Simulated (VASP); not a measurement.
# Ca5SnN (P4/mmm) in VASP: notebook, part 2 of 2

VASP 6.6.1.

### 3 Relaxation of cell and atoms, PBE

This run uses another cell than the first one, of the same volume but with other edges.

File INCAR:

```
SYSTEM = Ca5SnN
PREC     = Accurate       ! precision mode
ENCUT    = 600            ! plane-wave cutoff, eV
EDIFF    = 1E-7           ! SCF threshold, eV
ISMEAR   = 0              ! smearing method
SIGMA    = 0.2            ! smearing width, eV
LREAL    = .FALSE.        ! projectors in reciprocal space
LASPH    = .TRUE.         ! aspherical terms in the spheres
NELM     = 120            ! most SCF steps
ALGO     = Normal         ! electronic algorithm
ISIF     = 3              ! what is computed and relaxed
LWAVE    = .FALSE.        ! write WAVECAR
LCHARG   = .FALSE.        ! write CHGCAR
GGA      = PE             ! functional
IBRION   = 2              ! ionic algorithm
NSW      = 36             ! ionic steps
EDIFFG   = -0.08          ! ionic threshold
GGA_COMPAT= .FALSE.      
NELMIN   = 4
```

File KPOINTS:

```
regular mesh
0
G
  4 4 3
  0 0 0
```

File POSCAR:

```
Ca5SnN
1.0
    4.4540874300      0.0000000000      0.0000000000
    0.0000000000      4.4540874300      0.0000000000
    0.0000000000      0.0000000000      7.1222393700
Ca Sn N
5 1 1
Direct
    0.0000000000      0.5000000000      0.2980237600
    0.0000000000      0.5000000000      0.7019762400
    0.5000000000      0.0000000000      0.2980237600
    0.5000000000      0.0000000000      0.7019762400
    0.5000000000      0.5000000000      0.0000000000
    0.0000000000      0.0000000000      0.0000000000
    0.0000000000      0.0000000000      0.5000000000
```

Potentials or basis: VASP PAW PBE potentials, release 64 (Ca_sv, Sn_d, N).

Launch:

```console
$ cat potpaw_PBE.64/Ca_sv/POTCAR potpaw_PBE.64/Sn_d/POTCAR potpaw_PBE.64/N/POTCAR > POTCAR
$ mpirun -np 1 vasp_std > vasp.out
```

Run time: 20 min. Hardware: 1 thread of Intel Xeon 8259CL, shared host; peak memory 0.32 GiB.

It converged, with:

- Free energy: -23.8136 eV
- Relaxed volume: 26.01 Å³/atom
- Relaxed cell: a = 4.595 Å, b = 4.595 Å, c = 8.625 Å, α = 90.00°, β = 90.00°, γ = 90.00°
- Space group after relaxing (to 0.1 Å): P4/mmm (No. 123)
- Energy gained by relaxing: 353.2 meV/atom
- Ionic steps: 9
- Pressure after relaxing: 0.0 GPa
- Largest force after relaxing: 0.004 eV/Å
- Band gap on the k mesh: zero (an odd number of electrons rules out a gap without spin polarisation)

Forces on the atoms (eV/Å):
```
Ca   0.000  0.000 -0.004
Ca   0.000  0.000  0.004
Ca   0.000  0.000 -0.004
Ca   0.000  0.000  0.004
Ca   0.000  0.000  0.000
Sn   0.000  0.000  0.000
N    0.000  0.000  0.000
```

Stress tensor (GPa, compression positive):
```
-0.09  0.00  0.00
 0.00 -0.09  0.00
 0.00  0.00  0.06
```

The path:
```tsv
step	energy change (eV)	largest force (eV/Å)	pressure (GPa)	volume (Å³)
1	0.0000	1.3356	15.28	141.30
2	-2.1812	0.4553	-0.44	184.13
3	-2.1890	0.4117	-1.31	189.05
4	-2.1900	0.4204	-1.13	188.01
5	-2.3358	0.4455	-0.59	184.79
6	-2.3894	0.4705	0.09	181.49
7	-2.4415	0.2835	0.15	181.02
8	-2.4688	0.0002	0.28	180.36
9	-2.4721	0.0042	-0.04	182.10
```

Final structure:
```cif
data_structure
_symmetry_space_group_name_H-M 'P 1'
_symmetry_Int_Tables_number 1
_cell_length_a 4.5949
_cell_length_b 4.5949
_cell_length_c 8.6250
_cell_angle_alpha 90.000
_cell_angle_beta 90.000
_cell_angle_gamma 90.000
_cell_volume 182.10
loop_
_atom_site_label
_atom_site_type_symbol
_atom_site_fract_x
_atom_site_fract_y
_atom_site_fract_z
_atom_site_occupancy
Ca1 Ca 0.00000 0.50000 0.32384 1
Ca2 Ca 0.00000 0.50000 0.67616 1
Ca3 Ca 0.50000 0.00000 0.32384 1
Ca4 Ca 0.50000 0.00000 0.67616 1
Ca5 Ca 0.50000 0.50000 0.00000 1
Sn1 Sn 0.00000 0.00000 0.00000 1
N1 N 0.00000 0.00000 0.50000 1
```

Levels at points of the mesh, in eV from the Fermi level:
| k point | band 33 | band 34 | band 35 | band 36 | band 37 | band 38 |
| --- | --- | --- | --- | --- | --- | --- |
| (0.00, 0.00, 0.00) | 0.11 | 0.18 | 0.18 | 0.69 | 0.85 | 1.11 |
| (0.50, 0.00, 0.00) | -0.41 | -0.31 | -0.29 | 1.26 | 1.41 | 1.79 |
| (0.50, 0.50, 0.00) | -0.83 | -0.60 | -0.36 | 0.37 | 0.37 | 0.66 |

Caveat: the volume moved by over 15 % at a fixed basis, so the end points are rough; spin-orbit coupling is left out, which moves the levels of the heavy elements.

### 4 Relaxation of cell and atoms, PBE

This run uses another cell than the first one, of the same volume but with other edges.

File INCAR:

```
PREC = Accurate
ENCUT = 600
EDIFF = 1E-7
ISMEAR = 0
SIGMA = 0.2
LREAL = F
LASPH = T
NELM = 120
ALGO = Normal
ISIF = 3
LWAVE = F
LCHARG = F
GGA = PE
IBRION = 2
NSW = 36
EDIFFG = -0.08
GGA_COMPAT = F
NELMIN = 4
```

File KPOINTS:

```
regular mesh
0
Gamma
  4 4 3
```

File POSCAR:

```
Ca5SnN
1.0
    4.4618195400      0.0000000000      0.0000000000
    0.0000000000      4.4618195400      0.0000000000
    0.0000000000      0.0000000000      7.1063450400
Ca Sn N
5 1 1
Direct
    0.0000000000      0.5000000000      0.3035183000
    0.0000000000      0.5000000000      0.6964817000
    0.5000000000      0.0000000000      0.3035183000
    0.5000000000      0.0000000000      0.6964817000
    0.5000000000      0.5000000000      0.0000000000
    0.0000000000      0.0000000000      0.5000000000
    0.0000000000      0.0000000000      0.0000000000
```

Launch:

```console
$ cat potpaw_PBE.64/Ca_sv/POTCAR potpaw_PBE.64/Sn_d/POTCAR potpaw_PBE.64/N/POTCAR > POTCAR
$ mpirun -np 1 vasp_std > vasp.out
```

Wall time 21 min (1 thread of Intel Xeon 8259CL, shared host); peak memory 0.32 GiB.

Results (log left out):

```yaml
Free_energy: -20.1541 eV
Relaxed_volume: 30.20 Å³/atom
Relaxed_cell: a = 4.850 Å, b = 4.850 Å, c = 8.989 Å, α = 90.00°, β = 90.00°, γ = 90.00°
Space_group_after_relaxing_to_0.1_Å: P4/mmm (No. 123)
Energy_gained_by_relaxing: 942.6 meV/atom
Ionic_steps: 8
Pressure_after_relaxing: 0.0 GPa
Largest_force_after_relaxing: 0.048 eV/Å
Band_gap_on_the_k_mesh: zero (an odd number of electrons rules out a gap without spin polarisation)
```

Forces in eV/Å, atoms in the order of the input:
```
Ca   0.000  0.000 -0.048
Ca   0.000  0.000  0.048
Ca   0.000  0.000 -0.048
Ca   0.000  0.000  0.048
Ca   0.000  0.000  0.000
Sn   0.000  0.000  0.000
N    0.000  0.000  0.000
```

Step by step:
| step | energy change (eV) | largest force (eV/Å) | pressure (GPa) | volume (Å³) |
| --- | --- | --- | --- | --- |
| 1 | 0.0000 | 3.4764 | 29.58 | 141.47 |
| 2 | -6.3252 | 0.1393 | -1.66 | 232.26 |
| 3 | -6.3687 | 0.2994 | -0.35 | 220.91 |
| 4 | -6.3693 | 0.2706 | -0.59 | 222.74 |
| 5 | -6.4826 | 0.1833 | -0.56 | 220.42 |
| 6 | -6.5927 | 0.0438 | -0.40 | 215.27 |
| 7 | -6.5943 | 0.0348 | -0.37 | 214.59 |
| 8 | -6.5984 | 0.0485 | 0.04 | 211.42 |

Final structure:
```xyz
7
Lattice="4.8497 0.0000 0.0000 0.0000 4.8497 0.0000 0.0000 0.0000 8.9889" Properties=species:S:1:pos:R:3 pbc="T T T"
Ca    0.0000    2.4248    2.4787
Ca    4.8497    2.4248    6.5102
Ca    2.4248    0.0000    2.4787
Ca    2.4248    4.8497    6.5102
Ca    2.4248    2.4248    8.9889
Sn    0.0000    0.0000    4.4945
N     0.0000    0.0000    8.9889
```

Levels at points of the mesh, in eV from the Fermi level:
```csv
k point,band 32,band 33,band 34,band 35,band 36,band 37,band 38,band 39
"(0.00, 0.00, 0.00)",-0.40,-0.28,-0.28,-0.23,0.32,0.74,0.84,1.22
"(0.50, 0.00, 0.00)",-0.45,-0.42,-0.18,-0.15,0.65,1.32,1.63,1.66
"(0.50, 0.50, 0.00)",-1.07,-0.68,-0.50,0.19,0.19,0.19,0.80,1.57
```

Caveat: the volume moved by over 15 % at a fixed basis, so the end points are rough; spin-orbit coupling is left out, which moves the levels of the heavy elements; the relaxation stopped at a loose force limit of 0.08 eV/Å, so its end isn't a converged minimum.

### 5 The runs side by side

| cell | k mesh | gap on the mesh (eV) | pressure (GPa) | relaxed volume (Å³/atom) | largest force (eV/Å) |
| --- | --- | --- | --- | --- | --- |
| relaxed from a = 4.314, b = 4.314, c = 7.588 Å, 7 atoms, atomic positions A | 4 × 4 × 2 | none | 0.2 | 25.42 | 0.02 |
| relaxed from a = 4.454, b = 4.454, c = 7.122 Å, 7 atoms, atomic positions B | 4 × 4 × 3 | none | 0.0 | 26.01 | - |
| relaxed from a = 4.462, b = 4.462, c = 7.106 Å, 7 atoms, atomic positions C | 4 × 4 × 3 | none | 0.0 | 30.20 | 0.05 |

Alike in all rows: task relaxation of cell and atoms; level PBE; potentials or basis VASP PAW PBE potentials, release 64 (Ca_sv, Sn_d, N); no spin polarisation; cutoff (eV) 600; smearing gaussian 0.2 eV.

Caveats: some runs use coarse meshes; the volume moved by over 15 % at a fixed basis, so the end points are rough; spin-orbit coupling is left out, which moves the levels of the heavy elements; the relaxation stopped at a loose force limit of 0.08 eV/Å, so its end isn't a converged minimum (at least some runs).

Absolute energies hang on the potentials; compare differences alone.
